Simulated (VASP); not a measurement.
A run of VASP 6.6.1:

The input INCAR:

```
SYSTEM = Si
PREC = Accurate
ENCUT = 520
EDIFF = 1E-6
ISMEAR = 0
SIGMA = 0.01
LREAL = .FALSE.
LASPH = .TRUE.
NELM = 100
ALGO = Normal
ISIF = 2
LWAVE = .FALSE.
LCHARG = .TRUE.
GGA = PE
LELF = .TRUE.
LVHAR = .TRUE.
NBANDS = 11
```

File KPOINTS:

```
regular mesh
0
G
  8 8 8
  0 0 0
```

File POSCAR:

```
Si
1.0
    0.0000000000      2.6953476392      2.6953476392
    2.6953476392      0.0000000000      2.6953476392
    2.6953476392      2.6953476392      0.0000000000
Si
2
Direct
    0.7500000000      0.7500000000      0.7500000000
    0.5000000000      0.5000000000      0.5000000000
```

Potentials or basis: VASP PAW PBE potentials, release 64 (Si).

Run with:

```sh
$ cat potpaw_PBE.64/Si/POTCAR > POTCAR
$ mpirun -np 1 vasp_std > vasp.out
```

Hardware: 1 thread of AMD EPYC 9R45 96-Core Processor (Zen 5), on a shared host.

Question: Estimate the wall time of this run.

Answer: Run time: 6.5 s on 1 thread of AMD EPYC 9R45 96-Core Processor (Zen 5) (shared host), peak memory 0.11 GiB. Counts: scf iterations 11, k points 29.
